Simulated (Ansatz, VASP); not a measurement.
## TaN: VASP beside Ansatz

```
Ta N
1.0
    -3.10359    0.00000    0.00000
    -1.55179   -2.68779    0.00000
    -2.45701   -2.01584   12.02010
Ta N
4 4
Direct
  0.95057 0.64436 0.91863
  0.15891 0.01936 0.41863
  0.59641 0.54020 0.16863
  0.38807 0.16520 0.66863
  0.29943 0.27230 0.08137
  0.09109 0.89730 0.58137
  0.52859 0.41814 0.33137
  0.32026 0.04314 0.83137
```

Alike in both runs: task single point; functional LDA; k mesh 14 × 14 × 4; occupations gaussian, width 0.15 eV; no spin polarisation.

```csv
,VASP,Ansatz
version,VASP 6.6.1,Ansatz 0.2.0
potentials or method,"VASP PAW LDA potentials, release 64 (Ta_pv, N), cutoff 520 eV","scalar-relativistic, plane waves, PAW"
valence electrons in the cell,64,72
```

|  | VASP | Ansatz | Ansatz less VASP |
| --- | --- | --- | --- |
| gap on the k mesh at the Fermi level (eV) | none | none | - |
| pressure (GPa) | -2.2 | -3.6 | -1.42 |
| traceless stress, the component that is largest in VASP (GPa) | 1.85 | 1.50 | -0.346 |
| rms of the force components (eV/Å) | 0.600 | 0.589 | -0.0107 |

LDA's correlation is that of Perdew and Zunger in VASP and of Perdew and Wang (1992) in Ansatz. Atom by atom the forces differ by 0.020 eV/Å (rms over components). A gap of «none» marks a metal or a gap that the smearing closes. VASP's potentials hold 64 valence electrons a cell and Ansatz's 72, so a difference there can come from the potentials and not from the codes.

Spin-orbit coupling is off throughout.
